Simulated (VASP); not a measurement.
# TiSi: single point with PBEsol

The system is TiSi.

```
Ti Si
1.0
     1.86736   -2.17731    0.00000
     1.86736    2.17731    0.00000
     0.00000    0.00000    3.59825
Ti Si
1 1
Direct
  0.50000 0.50000 0.00000
  0.00000 0.00000 0.50000
```

This cell differs from its parent crystal: ratio of the length along z to the lengths across it x 0.92, volume and fractional coordinates fixed.

* Program: VASP 6.6.1
* Task: single point
* Functional: PBEsol
* Potentials or basis: VASP PAW PBE potentials, release 64 (Ti_sv, Si)
* Cutoff: 520 eV
* k mesh: 20 × 20 × 14
* Occupations: gaussian, width 0.15 eV
* Spin: no spin polarisation

* Pressure: -2.5 GPa
* Band gap on the k mesh: zero (bands 8 and 9 overlap by 1.33 eV)

Stress tensor (GPa, compression positive):
```
-6.22  0.00  0.00
 0.00 -4.70  0.00
 0.00  0.00  3.35
```

Levels at points of the mesh, in eV from the Fermi level:
```
           k point  band 6  band 7  band 8  band 9  band 10  band 11
(0.00, 0.00, 0.00)   -2.14   -1.14   -0.64    1.57     2.26     2.62
(0.50, 0.00, 0.00)   -6.23   -2.33   -0.80    1.34     2.24     4.13
(0.50, 0.50, 0.00)   -3.77   -1.68   -1.34   -0.50    -0.15     3.25
(0.00, 0.00, 0.50)   -6.35   -0.70    0.14    1.30     1.36     2.75
(0.50, 0.00, 0.50)   -4.39   -2.73   -1.67    1.53     1.53     2.01
(0.50, 0.50, 0.50)   -3.92   -3.56   -3.26    2.44     2.45     2.82
```

Run time: 6.4 min on 1 thread of Intel Xeon 8259CL, with other jobs on the host, peak memory 0.48 GiB.

Caveat: the stress differs along the axes, from -6 to 3 GPa; the PAW data sets were made with another functional, which shifts forces and pressure a little.
